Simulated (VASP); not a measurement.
Wanted: the native input for a VASP 6.6.1 run.

* Task: single point
* Functional: PBEsol
* Potentials or basis: VASP PAW PBE potentials, release 64 (Ti_sv, Si)
* Cutoff: 520 eV
* k mesh: 24 × 24 × 18
* Occupations: gaussian, width 0.15 eV
* Spin: no spin polarisation
* Dipole correction: no
* Further INCAR settings: ALGO = Normal; EDIFF = 1e-07; NBANDS = 15

The structure of TiSi lies in POSCAR:

```
TiSi
1.0
    1.9030192878     -2.1813120576      0.0000000000
    1.9030192878      2.1813120576      0.0000000000
    0.0000000000      0.0000000000      3.4032586370
Ti Si
1 1
Direct
    0.5000000000      0.5000000000      0.0000000000
    0.0000000000      0.0000000000      0.5000000000
```

This cell differs from its parent crystal: ratio of the length along z to the lengths across it x 0.85, volume and fractional coordinates fixed.

One way to write it, as run:

INCAR

```
  ALGO = Normal
  EDIFF = 1E-7
  ENCUT = 520
  GGA = PS
  ISIF = 2
  ISMEAR = 0
  LASPH = T
  LCHARG = F
  LREAL = F
  LWAVE = F
  NBANDS = 15
  NELM = 60
  PREC = Accurate
  SIGMA = 0.15
```

KPOINTS

```
k-points
0
Gamma
  24 24 18
```

Potentials or basis: VASP PAW PBE potentials, release 64 (Ti_sv, Si).

Command:

```sh
$ cat potpaw_PBE.64/Ti_sv/POTCAR potpaw_PBE.64/Si/POTCAR > POTCAR
$ mpirun -np 1 vasp_std > vasp.out
```

Results of the run:

* Pressure: 3.8 GPa
* Band gap on the k mesh: zero (bands 8 and 9 overlap by 1.18 eV)

Caveat: the stress differs along the axes, from -4 to 13 GPa; the PAW data sets were made with another functional, which shifts forces and pressure a little.

Wall time 9.6 min on 1 thread of Intel Xeon 8259CL, with other jobs on the host, peak memory 0.69 GiB.
